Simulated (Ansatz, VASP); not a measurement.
One calculation of LiF, two programs

```
Li F
1.0
     3.29694    0.00000    0.00000
    -1.64847    2.85524    0.00000
     0.00000    0.00000    4.58275
Li F
2 2
Direct
  0.33333 0.66667 0.38107
  0.66667 0.33333 0.88107
  0.33333 0.66667 0.99393
  0.66667 0.33333 0.49393
```

Alike in both runs: task single point; functional PBE; k mesh 9 × 9 × 6; occupations gaussian, width 0.05 eV; no spin polarisation.

|  | VASP | Ansatz |
| --- | --- | --- |
| version | VASP 6.6.1 | Ansatz 0.2.0 |
| potentials or method | VASP PAW PBE potentials, release 64 (Li_sv, F), cutoff 520 eV | scalar-relativistic, plane waves, PAW |
| valence electrons in the cell | 20 | 20 |

|  | VASP | Ansatz | Ansatz less VASP |
| --- | --- | --- | --- |
| gap on the k mesh at the Fermi level (eV) | 7.29 | 7.30 | +0.009 |
| least direct gap on the mesh (eV) | 7.29 | 7.30 | +0.009 |
| rms of the force components (eV/Å) | 0.292 | 0.277 | -0.0154 |

Atom by atom the forces differ by 0.015 eV/Å (rms over components).

Noted on VASP's run: the cutoff is short for stress, so the pressure is rough.
